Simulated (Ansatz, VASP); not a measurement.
## One calculation of P, two programs

The input INCAR:

```
ALGO     = Normal         # electronic algorithm
EDIFF    = 1E-7           # SCF threshold, eV
ENCUT    = 520            # plane-wave cutoff, eV
GGA      = RE             # functional
ISIF     = 2              # what is computed and relaxed
ISMEAR   = -1             # smearing method
LASPH    = True           # aspherical terms in the spheres
LCHARG   = False          # write CHGCAR
LREAL    = False          # projectors in reciprocal space
LWAVE    = False          # write WAVECAR
NBANDS   = 8              # bands
NELM     = 100            # most SCF steps
PREC     = Accurate       # precision mode
SIGMA    = 0.1            # smearing width, eV
```

Contents of KPOINTS:

```
k-points
0
Gamma
  16 16 16
```

Contents of POSCAR:

```
P
1.0
    0.0000000000      1.9445471527      1.9445471527
    1.9445471527      0.0000000000      1.9445471527
    1.9445471527      1.9445471527      0.0000000000
P
1
Direct
    0.0000000000      0.0000000000      0.0000000000
```

Input for Ansatz:

```yaml
crystal:
  lattice:
    - [0.0, 1.9445471527, 1.9445471527]
    - [1.9445471527, 0.0, 1.9445471527]
    - [1.9445471527, 1.9445471527, 0.0]
  atoms:
    - { symbol: P, position: [0.0, 0.0, 0.0] }
hamiltonian:
  xc: revpbe
  pseudopotentials:
    kind: paw
    azcp:
      P: "pseudopotentials/P.paw.azcp"
basis:
  ecutwfc: 420
  fft_grid_basis: typed
kpoints:
  mp_grid: { grid: [16, 16, 16], shift: [0, 0, 0] }
magnetization:
  spin_polarized: false
scf:
  occupations: { method: fermi_dirac, width: 0.1 }
  lower_state_search: "off"
output:
  stress: true
```

Alike in both runs: task single point; functional revPBE; k mesh 16 × 16 × 16; occupations fermi-dirac, width 0.1 eV; no spin polarisation.

|  | VASP | Ansatz |
| --- | --- | --- |
| version | VASP 6.6.1 | Ansatz 0.2.0 |
| potentials or method | VASP PAW PBE potentials, release 64 (P), cutoff 520 eV | plane waves (420 eV) with PAW, scalar-relativistic |
| valence electrons in the cell | 5 | 5 |

|  | VASP | Ansatz | Ansatz less VASP |
| --- | --- | --- | --- |
| pressure (GPa) | -0.1 | 0.4 | +0.43 |

VASP's potentials were made for PBE, not for revPBE. The functional is the same, so the differences come from potentials, cutoffs and numerics.
